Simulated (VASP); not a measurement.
# Ti (Im-3m) in VASP: further runs, part 3 of 3

VASP 6.6.1. The steps go on from the part before.

## 4. Relaxation of cell and atoms, PBE, target pressure 12 GPa, at which the enthalpy is minimised

This run uses another cell than the first one, of 15.67 Å³/atom, 1.084 times its volume.

INCAR reads:

```
ALGO = Fast
EDIFF = 1E-6
EDIFFG = -0.008
ENCUT = 600
GGA = PE
IBRION = 2
ISIF = 3
ISMEAR = 0
LASPH = T
LCHARG = F
LREAL = F
LWAVE = F
NELM = 60
NSW = 70
PREC = Accurate
PSTRESS = 120.0
SIGMA = 0.1
```

KPOINTS reads:

```
k-points
0
Gamma
  18 18 18
```

POSCAR reads:

```
Ti
1.0
   -1.5763928872      1.5763928872      1.5763928872
    1.5763928872     -1.5763928872      1.5763928872
    1.5763928872      1.5763928872     -1.5763928872
Ti
1
Direct
    0.0000000000      0.0000000000      0.0000000000
```

Potentials or basis: VASP PAW PBE potentials, release 64 (Ti_sv).

Command:

```console
$ cat potpaw_PBE.64/Ti_sv/POTCAR > POTCAR
$ mpirun -np 1 vasp_std > vasp.out
```

OUTCAR:

```text
EDIFF = 1E-6
   EDIFFG = -0.008
   ENCUT = 600
   GGA = PE
   IBRION = 2
   ISIF = 3
   ISMEAR = 0
   LASPH = T
   LREAL = F
   NELM = 60
   NSW = 70
   PREC = Accurate
   PSTRESS = 120.0

 ion  position               nearest neighbor table
   1  0.000  0.000  0.000-

  LATTYP: Found a body centered cubic cell.
 ALAT       =     3.1527857744

  Lattice vectors:

 A1 = (  -1.5763928872,   1.5763928872,   1.5763928872)
 A2 = (   1.5763928872,  -1.5763928872,   1.5763928872)
 A3 = (   1.5763928872,   1.5763928872,  -1.5763928872)

Analysis of symmetry for initial positions (statically):
=====================================================================
 Subroutine PRICEL returns:
 Original cell was already a primitive cell.

 Routine SETGRP: Setting up the symmetry group for a
 body centered cubic supercell.

 Subroutine GETGRP returns: Found 48 space group operations
 (whereof 48 operations were pure point group operations)
 out of a pool of 48 trial point group operations.

The static configuration has the point symmetry O_h .

Analysis of symmetry for dynamics (positions and initial velocities):
=====================================================================
 Subroutine PRICEL returns:
 Original cell was already a primitive cell.

 Routine SETGRP: Setting up the symmetry group for a
 body centered cubic supercell.

 Subroutine GETGRP returns: Found 48 space group operations
 (whereof 48 operations were pure point group operations)
 out of a pool of 48 trial point group operations.

The dynamic configuration has the point symmetry O_h .

 Subroutine INISYM returns: Found 48 space group operations
 (whereof 48 operations are pure point group operations),
 and found     1 'primitive' translations

----------------------------------------------------------------------------------------

                                     Primitive cell

  volume of cell :      15.6694

  direct lattice vectors                    reciprocal lattice vectors
    -1.576392887  1.576392887  1.576392887     0.000000000  0.317179812  0.317179812
     1.576392887 -1.576392887  1.576392887     0.317179812  0.000000000  0.317179812
     1.576392887  1.576392887 -1.576392887     0.317179812  0.317179812  0.000000000

  length of vectors
     2.730392573  2.730392573  2.730392573     0.448559992  0.448559992  0.448559992

  position of ions in fractional coordinates (direct lattice)
     0.000000000  0.000000000  0.000000000

  ion indices of the primitive-cell ions
   primitive index   ion index
                 1           1

----------------------------------------------------------------------------------------

 KPOINTS: k-points

Automatic generation of k-mesh.
 Grid dimensions read from file:
 generate k-points for:   18   18   18

 Generating k-lattice:

  Cartesian coordinates                     Fractional coordinates (reciprocal lattice)
     0.000000000  0.017621101  0.017621101     0.055555556  0.000000000  0.000000000
[... 54 lines left out ...]
   LNONCOLLINEAR =      F non collinear calculations
   LSORBIT =      F    spin-orbit coupling
   LASPH  =      T    aspherical Exc in radial PAW
   ENCUT  =  600.0 eV  44.10 Ry    6.64 a.u.   5.45  5.45  5.45*2*pi/ulx,y,z
   NELM   =     60;   NELMIN=  2; NELMDL= -5     # of ELM steps
   EDIFF  = 0.1E-05   stopping-criterion for ELM
   LREAL  =      F    real-space projection
   EDIFFG = -.8E-02   stopping-criterion for IOM
   NSW    =     70    number of steps for IOM
   IBRION =      2    ionic relax: 0-MD 1-quasi-New 2-CG
   NFREE  =      1    steps in history (QN), initial steepest desc. (CG)
   ISIF   =      3    stress and relaxation
   ISYM   =      2    0-nonsym 1-usesym 2-fastsym
   POTIM  = 0.5000    time-step for ionic-motion
   TEBEG  =    0.0;   TEEND  =   0.0 temperature during run
   PSTRESS=  120.0 pullay stress
   NELECT =      12.0000    total number of electrons
   NUPDOWN=      -1.0000    fix difference up-down
   EMIN   =  10.00;   EMAX   =-10.00  energy-range for DOS
   EFERMI =   0.00;   METHOD = LEGACY
   ISMEAR =     0;   SIGMA  =   0.10  broadening in eV -4-tet -1-fermi 0-gaus
   EFERMI_NEDOS =   21; number of points for ismear=-14 and -15
   IALGO  =     68    algorithm
   IMIX   =      4    mixing-type and parameters
     AMIX     =   0.40;   BMIX     =  1.00
     AMIX_MAG =   1.60;   BMIX_MAG =  1.00
  volume/ion in A,a.u.               =      15.67       105.74
  Fermi-wavevector in a.u.,A,eV,Ry     =   1.497790  2.830412 30.522948  2.243373
  Thomas-Fermi vector in A             =   2.609632
   LORBIT       =      0    0 simple, 1 ext, 2 COOP (PROOUT), +10 PAW based schemes
   GGA     = PE    functional components
   LHFCALC =     F    Hartree Fock is set to
   AEXX    =    0.0000 exact exchange contribution
   IVDW    =     0    specifies the selected vdW correction
   LEPSILON=     F    determine dielectric tensor
   LRPA    =     F    only Hartree local field effects (RPA)
 conjugate gradient relaxation of ions
 non-spin polarized calculation
 RMM-DIIS sequential band-by-band and
 Gauss-broadening in eV      SIGMA  =   0.10
  energy-cutoff  :      600.00
  volume of cell :       15.67
 maximum number of plane-waves:       539
 NGX is ok and might be reduce to    24
   NGX = 11   NGY = 11   NGZ = 11

--------------------------------------- Ionic step        1  -------------------------------------------

 number of electron      12.0000002 magnetization

 Free energy of the ion-electron system (eV)
  ---------------------------------------------------
  ext. energy  EPLUGINS =         0.00000000
  ---------------------------------------------------
  free energy    TOTEN  =        -7.67744091 eV

  energy without entropy =       -7.66681378  energy(sigma->0) =       -7.67212734

------------------------ aborting loop because EDIFF is reached ----------------------------------------

  FORCE on cell =-STRESS in cart. coord.  units (eV):
  Direction    XX          YY          ZZ          XY          YZ          ZX
  --------------------------------------------------------------------------------------
  -------------------------------------------------------------------------------------
  Total        1.1233729      1.1233729      1.1233729      0.0000000      0.0000000     -0.0000000
  in kB      114.8632581    114.8632581    114.8632581      0.0000000      0.0000000     -0.0000000
  external PRESSURE =      -5.1367419 kB  Pullay stress =     120.0000000 kB
[... 94 lines left out ...]
  energy  without entropy=       -7.6540883953  energy(sigma->0) =       -7.65934929

  enthalpy is  TOTEN    =        -6.5034490144 eV   P V=        1.1611611795

[... ionic steps 4 to 8 ...]

--------------------------------------- Ionic step        9  -------------------------------------------

 number of electron      12.0000001 magnetization

------------------------ aborting loop because EDIFF is reached ----------------------------------------
[... 69 lines left out ...]
--------------------------------------- Ionic step       11  -------------------------------------------

 number of electron      12.0000001 magnetization

 Free energy of the ion-electron system (eV)
  ---------------------------------------------------
  ext. energy  EPLUGINS =         0.00000000
  ---------------------------------------------------
  free energy    TOTEN  =        -7.67438793 eV

  energy without entropy =       -7.66378193  energy(sigma->0) =       -7.66908493

 E-fermi :   9.2297     XC(G=0): -11.9988

 val. band max:        9.2214036135   @ k =  -0.3889  -0.4444   0.0556
 cond. band min:       9.2328369028   @ k =   0.2778   0.2222   0.0000
 fundamental gap:      0.0114332893
 Fermi energy:         9.2296809745

 k-point     1 :       0.0000    0.0000    0.0000
  band No.  band energies     occupation
      1     -47.1040      2.00000
      2     -22.8145      2.00000
      3     -22.8145      2.00000
      4     -22.8145      2.00000
      5       3.0678      2.00000
      6      10.3094      0.00000
      7      10.3094      0.00000
      8      10.3094      0.00000
      9      12.3080      0.00000
     10      12.3080      0.00000
[... 287 lines left out ...]
 k-point    24 :       0.3889    0.1111    0.0000
  band No.  band energies     occupation
      1     -46.9037      2.00000
      2     -23.6947      2.00000
      3     -23.1302      2.00000
      4     -22.8624      2.00000
      5       6.7816      2.00000
      6       8.7767      2.00000
      7       9.9780      0.00000
      8      12.2376      0.00000
      9      12.8749      0.00000
     10      14.4685      0.00000

 [... further k-points ...]

------------------------ aborting loop because EDIFF is reached ----------------------------------------

  FORCE on cell =-STRESS in cart. coord.  units (eV):
  Direction    XX          YY          ZZ          XY          YZ          ZX
  --------------------------------------------------------------------------------------
  -------------------------------------------------------------------------------------
  Total        1.1647239      1.1647239      1.1647239     -0.0000000     -0.0000000      0.0000000
  in kB      119.4076089    119.4076089    119.4076089     -0.0000000     -0.0000000      0.0000000
  external PRESSURE =      -0.5923911 kB  Pullay stress =     120.0000000 kB
[... 20 lines left out ...]
  energy  without entropy=       -7.6637819282  energy(sigma->0) =       -7.66908493

  enthalpy is  TOTEN    =        -6.5038857431 eV   P V=        1.1705021838

 reached required accuracy - stopping structural energy minimisation
```

CONTCAR:

```text
Ti
   1.00000000000000
    -1.5749998778161467    1.5749998778161467    1.5749998778161467
     1.5749998778161467   -1.5749998778161467    1.5749998778161467
     1.5749998778161467    1.5749998778161467   -1.5749998778161467
  Ti
     1
Direct
     0.0000000000000000    0.0000000000000000    0.0000000000000000

  0.00000000E+00  0.00000000E+00  0.00000000E+00
```

Run time: 2.5 min. Hardware: 1 thread of Intel Xeon 6975P-C (Granite Rapids), shared host; peak memory 0.18 GiB.

Results:

- Free energy: -7.6744 eV
- Relaxed volume: 15.63 Å³/atom
- Relaxed cell: a = 2.728 Å, b = 2.728 Å, c = 2.728 Å, α = 109.47°, β = 109.47°, γ = 109.47°
- Space group after relaxing (to 0.05 Å): Im-3m (No. 229)
- Energy change on relaxing (the enthalpy is what falls): +3.1 meV/atom
- Ionic steps: 11
- Pressure after relaxing: 11.9 GPa
- Band gap on the k mesh: zero (band 6 reaches 10.31 eV, above the bottom of band 7 at 8.62 eV)

Step by step:
```csv
step,energy change (eV),largest force (eV/Å),pressure (GPa),volume (Å³)
1,0.0000,0.0000,11.49,15.67
2,0.0086,0.0000,11.84,15.56
3,0.0128,0.0000,13.11,15.50
4,0.0091,0.0000,13.09,15.55
5,0.0088,0.0000,12.85,15.55
6,0.0034,0.0000,12.46,15.62
7,-0.0026,0.0000,11.62,15.71
8,0.0001,0.0000,11.40,15.67
9,0.0020,0.0000,11.77,15.64
10,0.0024,0.0000,11.86,15.64
11,0.0031,0.0000,11.94,15.63
```

Final structure:
```yaml
crystal:
  lattice:
    - [-1.57500, 1.57500, 1.57500]
    - [1.57500, -1.57500, 1.57500]
    - [1.57500, 1.57500, -1.57500]
  atoms:
    - { symbol: Ti, position: [0.00000, 0.00000, 0.00000] }
```

Caveat: the cell is relaxed towards a set pressure, so the enthalpy falls and the energy may rise.

## 5. Overview

| task | cell | k mesh | cutoff (eV) | gap on the mesh (eV) | pressure (GPa) |
| --- | --- | --- | --- | --- | --- |
| single point | a = 2.658 Å, angles 109.5°, 1 atom | 20 × 20 × 20 | 520 | none | 24.3 |
| relaxation of cell and atoms | relaxed to 90 GPa from a = 2.488 Å, angles 109.5°, 1 atom | 20 × 20 × 20 | 600 | none | 89.9 |
| relaxation of cell and atoms | relaxed to 12 GPa from a = 2.730 Å, angles 109.5°, 1 atom | 18 × 18 × 18 | 600 | none | 11.9 |

Alike in all rows: level PBE; potentials or basis VASP PAW PBE potentials, release 64 (Ti_sv); no spin polarisation; smearing gaussian 0.1 eV.

Caveats: the cell is relaxed towards a set pressure, so the enthalpy falls and the energy may rise (some runs).

Absolute energies hang on the potentials; compare differences alone.
